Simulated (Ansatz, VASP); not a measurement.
# CuI: VASP beside Ansatz

```
CELL_PARAMETERS angstrom
3.35624 -3.44188 0.00000
3.35624 3.44188 0.00000
0.00000 0.00000 4.14005
ATOMIC_POSITIONS crystal
Cu 0.41315 0.58685 0.75000
Cu 0.58685 0.41315 0.25000
I 0.79200 0.20800 0.75000
I 0.20800 0.79200 0.25000
```

Change from the starting cell: hydrostatic strain -4.2%.

Alike in both runs: task single point; functional r2SCAN; k mesh 6 × 6 × 6; no spin polarisation.

|  | VASP | Ansatz |
| --- | --- | --- |
| version | VASP 6.6.1 | Ansatz 0.2.0 |
| potentials or method | VASP PAW PBE potentials, release 64 (Cu, I) | plane waves, PAW |
| plane-wave cutoff (eV) | 520 | 500 |
| occupations | gaussian, width 0.01 eV | fixed |
| valence electrons in the cell | 36 | 72 |

Ansatz gave:

```
gap on the k mesh at the Fermi level (eV)                     : 1.21
pressure (GPa)                                                : 6.4
traceless stress, the component that is largest in VASP (GPa) : 3.38
rms of the force components (eV/Å)                            : 0.007
```

Problem. What did VASP give for the same quantities?

Solution. gap on the k mesh at the Fermi level (eV): 1.21; pressure (GPa): 6.4; traceless stress, the component that is largest in VASP (GPa): 3.45; rms of the force components (eV/Å): 0.008.

VASP's potentials were made for PBE, not for r2SCAN. Atom by atom the forces differ by 0.005 eV/Å (rms over components). VASP's potentials hold 36 valence electrons a cell and Ansatz's 72, so a difference there can come from the potentials and not from the codes.

Spin-orbit coupling is off throughout.
